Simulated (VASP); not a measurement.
# SrCd in VASP: a series of runs, part 3 of 3

VASP 6.6.1.

**5. Electric field gradients, LDA (zz strain of -2 %)**

INCAR

```
SYSTEM = SrCd
PREC = Accurate
ENCUT = 520
EDIFF = 1E-8
ISMEAR = -1
SIGMA = 0.08
LREAL = .False.
LASPH = .True.
NELM = 60
ALGO = Normal
ISIF = 2
LWAVE = .False.
LCHARG = .False.
GGA = CA
LEFG = .True.
NBANDS = 18
```

KPOINTS

```
regular mesh
0
Gamma
  10 10 10
  0 0 0
```

POSCAR

```
SrCd
1.0
    4.0030000000      0.0000000000      0.0000000000
    0.0000000000      4.0030000000      0.0000000000
    0.0000000000      0.0000000000      3.9229400000
Sr Cd
1 1
Direct
    0.5000000000      0.5000000000      0.5000000000
    0.0000000000      0.0000000000      0.0000000000
```

Potentials or basis: VASP PAW LDA potentials, release 64 (Sr_sv, Cd).

Run with:

```bash
$ cat potpaw_LDA.64/Sr_sv/POTCAR potpaw_LDA.64/Cd/POTCAR > POTCAR
$ mpirun -np 1 vasp_std > vasp.out
```

OUTCAR:

```text
SYSTEM = SrCd
   PREC = Accurate
   ENCUT = 520
   EDIFF = 1E-8
   ISMEAR = -1
   LREAL = .False.
   LASPH = .True.
   NELM = 60
   ISIF = 2
   GGA = CA

 ion  position               nearest neighbor table
   1  0.500  0.500  0.500-   2 3.44   2 3.44   2 3.44   2 3.44   2 3.44   2 3.44   2 3.44   2 3.44

   2  0.000  0.000  0.000-   1 3.44   1 3.44   1 3.44   1 3.44   1 3.44   1 3.44   1 3.44   1 3.44

  LATTYP: Found a simple tetragonal cell.
 ALAT       =     4.0030000000
 C/A-ratio  =     0.9800000000

  Lattice vectors:

 A1 = (   4.0030000000,   0.0000000000,   0.0000000000)
 A2 = (   0.0000000000,   4.0030000000,   0.0000000000)
 A3 = (   0.0000000000,   0.0000000000,   3.9229400000)

Analysis of symmetry for initial positions (statically):
=====================================================================
 Subroutine PRICEL returns:
 Original cell was already a primitive cell.

 Routine SETGRP: Setting up the symmetry group for a
 simple tetragonal supercell.
[... 694 lines left out ...]
      direct lattice vectors                 reciprocal lattice vectors
     4.003000000  0.000000000  0.000000000     0.249812641  0.000000000  0.000000000
     0.000000000  4.003000000  0.000000000     0.000000000  0.249812641  0.000000000
     0.000000000  0.000000000  3.922940000     0.000000000  0.000000000  0.254910858

 POSITION                                       TOTAL-FORCE (eV/Angst)
 -----------------------------------------------------------------------------------
      2.00150      2.00150      1.96147         0.000000      0.000000      0.000000
      0.00000      0.00000      0.00000         0.000000      0.000000      0.000000
 -----------------------------------------------------------------------------------
    total drift:                                0.000000      0.000000     -0.000000

  FREE ENERGIE OF THE ION-ELECTRON SYSTEM (eV)
  ---------------------------------------------------
  free  energy   TOTEN  =        -4.1134012496 eV

  energy  without entropy=       -4.0873021275  energy(sigma->0) =       -4.10035169

 Electric field gradients (V/A^2)
---------------------------------------------------------------------
 ion       V_xx      V_yy      V_zz      V_xy      V_xz      V_yz
---------------------------------------------------------------------
   1      -1.918    -1.918     3.836     0.000    -0.000     0.000
   2       0.239     0.239    -0.478    -0.000    -0.000     0.000
---------------------------------------------------------------------

 Electric field gradients after diagonalization (V/A^2)
 (convention: |V_zz| > |V_xx| > |V_yy|)
----------------------------------------------------------------------
 ion       V_xx      V_yy      V_zz     asymmetry (V_yy - V_xx)/ V_zz
----------------------------------------------------------------------
   1      -1.918    -1.918     3.836       0.000
   2       0.239     0.239    -0.478       0.000
----------------------------------------------------------------------

           NMR quadrupolar parameters

 Cq : quadrupolar parameter    Cq=e*Q*V_zz/h
 eta: asymmetry parameters     (V_yy - V_xx)/ V_zz
 Q  : nuclear electric quadrupole moment in mb (millibarn)
----------------------------------------------------------------------
 ion       Cq(MHz)       eta       Q (mb)
----------------------------------------------------------------------
   1       0.009       0.000       1.000
   2      -0.001       0.000       1.000
----------------------------------------------------------------------
```

OSZICAR:

```text
N       E                     dE             d eps       ncg     rms          rms(c)
DAV:   1     0.138688783118E+03    0.13869E+03   -0.11336E+04  4584   0.113E+03
DAV:   2     0.260639214569E+01   -0.13608E+03   -0.13211E+03  4870   0.290E+02
DAV:   3    -0.415180588827E+01   -0.67582E+01   -0.67131E+01  7812   0.559E+01
DAV:   4    -0.425954744112E+01   -0.10774E+00   -0.10763E+00  5568   0.494E+00
DAV:   5    -0.426093004655E+01   -0.13826E-02   -0.13823E-02  6206   0.433E-01    0.170E+01
DAV:   6    -0.412394740402E+01    0.13698E+00   -0.45855E-01  5000   0.554E+00    0.899E+00
DAV:   7    -0.411464314646E+01    0.93043E-02   -0.38678E-02  5256   0.150E+00    0.152E+00
DAV:   8    -0.411345796506E+01    0.11852E-02   -0.50094E-03  6808   0.689E-01    0.213E-01
DAV:   9    -0.411338910345E+01    0.68862E-04   -0.37774E-04  6818   0.118E-01    0.281E-02
DAV:  10    -0.411339894278E+01   -0.98393E-05   -0.33742E-05  7214   0.276E-02    0.144E-02
DAV:  11    -0.411340115754E+01   -0.22148E-05   -0.28023E-06  5622   0.104E-02    0.862E-03
DAV:  12    -0.411340126144E+01   -0.10390E-06   -0.22204E-07  5820   0.298E-03    0.260E-03
DAV:  13    -0.411340124906E+01    0.12377E-07   -0.50716E-08  7442   0.104E-03    0.403E-04
DAV:  14    -0.411340124965E+01   -0.58526E-09   -0.96705E-10  2956   0.187E-04
   1 F= -.41134012E+01 E0= -.41003517E+01  d E =-.260991E-01
```

It took 3.5 min on 1 thread of Oxide Virtual Turin-like, shared host; peak memory 0.23 GiB.

What came out:

```
Free energy            : -4.1134 eV
Pressure               : -1.5 GPa
Band gap on the k mesh : zero (band 11 reaches 3.48 eV, above the bottom of band 12 at 1.35 eV)
```

Stress tensor (GPa, compression positive):
```
-1.65  0.00  0.00
 0.00 -1.65  0.00
 0.00  0.00 -1.07
```

Levels at points of the mesh, in eV from the Fermi level:
```csv
k point,band 8,band 9,band 10,band 11,band 12,band 13,band 14,band 15
"(0.00, 0.00, 0.00)",-8.48,-8.48,-5.89,1.32,1.33,3.96,3.96,4.31
"(0.50, 0.00, 0.00)",-8.47,-8.47,-3.66,-2.47,1.68,2.14,2.40,5.33
"(0.50, 0.50, 0.00)",-8.55,-8.36,-3.27,0.00,0.00,1.05,3.98,3.98
"(0.00, 0.00, 0.50)",-8.48,-8.45,-3.54,-2.41,1.75,2.15,2.15,5.24
"(0.50, 0.00, 0.50)",-8.55,-8.35,-3.17,0.03,0.10,1.17,3.78,3.87
"(0.50, 0.50, 0.50)",-8.35,-8.34,-0.83,-0.83,-0.81,-0.80,4.79,4.79
```

Electric field gradients, principal values (V/Å²):
```
atom   least  middle  greatest (by size)
1 Sr  -1.918  -1.918               3.836
2 Cd   0.239   0.239              -0.478
```

Caveat: the cell differs from its parent crystal (zz strain of -2 %); without QUAD_EFG the Cq values of the log hold for a quadrupole moment of 1 mb, not for the nuclei.

**6. Summary**

| cell | gap on the mesh (eV) | pressure (GPa) |
| --- | --- | --- |
| a = 4.003 Å, angles 89.4°, 2 atoms | none | -1.9 |
| a = 3.923, b = 3.923, c = 4.003 Å, 2 atoms | none | -0.9 |
| a = 4.003, b = 4.003, c = 3.923 Å, 2 atoms | none | -1.5 |

Alike in all rows: task electric field gradients; level LDA; potentials or basis VASP PAW LDA potentials, release 64 (Sr_sv, Cd); no spin polarisation; k mesh 10 × 10 × 10; cutoff (eV) 520; smearing fermi-dirac 0.08 eV.

Total energies depend on the potentials used, so only differences within one code and one set of settings carry meaning.
